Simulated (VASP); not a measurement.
Set up this calculation in VASP 6.6.1, as the native input.

```
Task                   : single point
Functional             : r2SCAN
Potentials or basis    : VASP PAW PBE potentials, release 64 (B, As)
Cutoff                 : 550 eV
k mesh                 : 10 × 10 × 10
Occupations            : gaussian, width 0.1 eV
Spin                   : no spin polarisation
Dipole correction      : no
Further INCAR settings : ALGO = Normal; EDIFF = 1e-06; NBANDS = 20
```

Crystal: B6As.

```
CELL_PARAMETERS angstrom
4.15388 0.00000 0.00000
0.00000 4.15388 0.00000
0.00000 0.00000 4.15388
ATOMIC_POSITIONS crystal
B 0.50000 0.50000 0.19923
B 0.50000 0.50000 0.80077
B 0.19923 0.50000 0.50000
B 0.80077 0.50000 0.50000
B 0.50000 0.19923 0.50000
B 0.50000 0.80077 0.50000
As 0.00000 0.00000 0.00000
```

These files were run (other wordings do the same):

POSCAR

```
B6As
1.0
    4.1538815092      0.0000000000      0.0000000000
    0.0000000000      4.1538815092      0.0000000000
    0.0000000000      0.0000000000      4.1538815092
B As
6 1
Direct
    0.5000000000      0.5000000000      0.1992306545
    0.5000000000      0.5000000000      0.8007693455
    0.1992306545      0.5000000000      0.5000000000
    0.8007693455      0.5000000000      0.5000000000
    0.5000000000      0.1992306545      0.5000000000
    0.5000000000      0.8007693455      0.5000000000
    0.0000000000      0.0000000000      0.0000000000
```

INCAR.step1

```
ALGO = Normal ; EDIFF = 1E-5
ENCUT = 550 ; GGA = PE
GGA_COMPAT = False ; ISMEAR = 0
LASPH = True ; LCHARG = False
LREAL = False ; LWAVE = True
NBANDS = 20 ; NELM = 120
PREC = Accurate ; SIGMA = 0.1
```

INCAR.step2

```
ALGO = Normal ; EDIFF = 1E-6
ENCUT = 550 ; GGA_COMPAT = False
ISIF = 2 ; ISMEAR = 0
ISTART = 1 ; LASPH = True
LCHARG = True ; LELF = True
LMIXTAU = True ; LREAL = False
LVHAR = True ; LWAVE = False
METAGGA = R2SCAN ; NBANDS = 20
NELM = 120 ; PREC = Accurate
SIGMA = 0.1
```

KPOINTS

```
k-points
0
Gamma
  10 10 10
```

Potentials or basis: VASP PAW PBE potentials, release 64 (B, As).

Launch:

```bash
$ cat potpaw_PBE.64/B/POTCAR potpaw_PBE.64/As/POTCAR > POTCAR
$ cp INCAR.step1 INCAR
$ mpirun -np 1 vasp_std > vasp.out
$ cp INCAR.step2 INCAR
$ mpirun -np 1 vasp_std > vasp.out
```

It gave:

```
Pressure               : 0.1 GPa
Largest force          : 0.041 eV/Å
Band gap on the k mesh : zero (an odd number of electrons rules out a gap without spin polarisation)
```

Caveat: the PAW data sets were made with another functional, which shifts forces and pressure a little.

It took 97 s on 1 thread of Intel(R) Xeon(R) 6975P-C (Granite Rapids) (shared host), peak memory 0.23 GiB.
